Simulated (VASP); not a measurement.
Write the native input for VASP 6.6.1 that does the following.

* Task: single point
* Functional: LDA
* Potentials or basis: VASP PAW LDA potentials, release 64 (Si, O)
* Cutoff: 520 eV
* k mesh: 6 × 6 × 10
* Occupations: gaussian, width 0.05 eV
* Spin: no spin polarisation
* Dipole correction: no
* Further INCAR settings: ALGO = Normal; EDIFF = 1e-06; NBANDS = 25

The structure of SiO2 lies in POSCAR:

```
SiO2
1.0
    4.2612720158      0.0000000000      0.0000000000
    0.0000000000      4.2612720158      0.0000000000
    0.0000000000      0.0000000000      2.9351641645
Si O
2 4
Direct
    0.5000000000      0.5000000000      0.5000000000
    0.0000000000      0.0000000000      0.0000000000
    0.6944252994      0.6944252994      0.0000000000
    0.1944252994      0.8055747006      0.5000000000
    0.3055747006      0.3055747006      0.0000000000
    0.8055747006      0.1944252994      0.5000000000
```

This cell differs from its parent crystal: volume 8.883 Å^3 an atom, c/a of the conventional cell 0.6888.

These files were run (other wordings do the same):

INCAR

```
SYSTEM = SiO2
PREC = Accurate
ENCUT = 520
EDIFF = 1E-6
ISMEAR = 0
SIGMA = 0.05
LREAL = .FALSE.
LASPH = .TRUE.
NELM = 80
ALGO = Normal
ISIF = 2
LWAVE = .FALSE.
LCHARG = .FALSE.
NBANDS = 25
```

KPOINTS

```
Automatic mesh
0
G
  6 6 10
  0 0 0
```

Potentials or basis: VASP PAW LDA potentials, release 64 (Si, O).

The run is started by

```sh
$ cat potpaw_LDA.64/Si/POTCAR potpaw_LDA.64/O/POTCAR > POTCAR
$ mpirun -np 1 vasp_std > vasp.out
```

Results of the run:

The pressure is -37.3 GPa, the largest force is 0.066 eV/Å and the band gap on the k mesh is 3.06 eV, direct.

Wall time 22 s on 1 thread of Intel(R) Xeon(R) 6975P-C (Granite Rapids), on a shared host, peak memory 0.17 GiB.
